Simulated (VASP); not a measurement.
Ti, 2 atoms in the cell. The structure is orthorhombic, space group Cmcm (No. 63). Conventional cell: a = 4.539 Å, b = 4.539 Å, c = 3.210 Å, α = 90.00°, β = 90.00°, γ = 90.00°. Within 3.3 Å of Ti (site symmetry m2m) lie 14 Ti at 2.37 to 3.22 Å.  This cell differs from its parent crystal: atoms displaced along a vibrational mode.

```yaml
Program: VASP 6.6.1
Task: single point
Functional: PBEsol
Potentials_or_basis: VASP PAW PBE potentials, release 64 (Ti_sv)
Cutoff: 520 eV
k_mesh: 14 × 14 × 14
Occupations: gaussian, width 0.15 eV
Spin: no spin polarisation
Dipole_correction: no
Further_INCAR_settings: ALGO = Fast; EDIFF = 1e-07; NBANDS = 19
```

Potentials or basis: VASP PAW PBE potentials, release 64 (Ti_sv).

Run with:

```console
$ cat potpaw_PBE.64/Ti_sv/POTCAR > POTCAR
$ mpirun -np 1 vasp_std > vasp.out
```

Hardware: 1 thread of Intel Xeon 8259CL (shared host).

Task: How long does it take, and how much memory?

Result: Wall time 15 min on 1 thread of Intel Xeon 8259CL, on a shared host, peak memory 0.33 GiB. Counts: scf iterations 46, k points 456.
